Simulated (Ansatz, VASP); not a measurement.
**Ga3Cl: VASP beside Ansatz**

```xyz
4
Lattice="4.2514 0.0000 0.0000 0.0000 4.2514 0.0000 0.0000 0.0000 4.2514" Properties=species:S:1:pos:R:3 pbc="T T T"
Ga    0.0000    2.1257    2.1257
Ga    2.1257    0.0000    2.1257
Ga    2.1257    2.1257    0.0000
Cl    0.0000    0.0000    0.0000
```

Alike in both runs: task relaxation of cell and atoms; functional PBE; k mesh 4 × 4 × 4; occupations gaussian, width 0.1 eV; no spin polarisation.

|  | VASP | Ansatz |
| --- | --- | --- |
| version | VASP 6.6.1 | Ansatz 0.2.0 |
| potentials or method | VASP PAW PBE potentials, release 64 (Ga_d, Cl), cutoff 600 eV | scalar-relativistic, plane waves, PAW |
| valence electrons in the cell | 46 | 46 |

VASP gave:

| Item | Value |
| --- | --- |
| gap on the k mesh at the Fermi level, each at its own relaxed structure (eV) | none |
| relaxed volume (Å³/atom) | 23.29 |
| relaxed cell length with the largest relative difference (Å) | 4.533 |

Q: Which values does Ansatz return?

A: gap on the k mesh at the Fermi level, each at its own relaxed structure (eV): none; relaxed volume (Å³/atom): 23.02; relaxed cell length with the largest relative difference (Å): 4.516.

A gap of «none» marks a metal or a gap that the smearing closes.

The k mesh is coarse, so the values compare programs but aren't converged. Noted on VASP's run: the volume moved by over 15 % at a fixed basis, so the end points are rough.
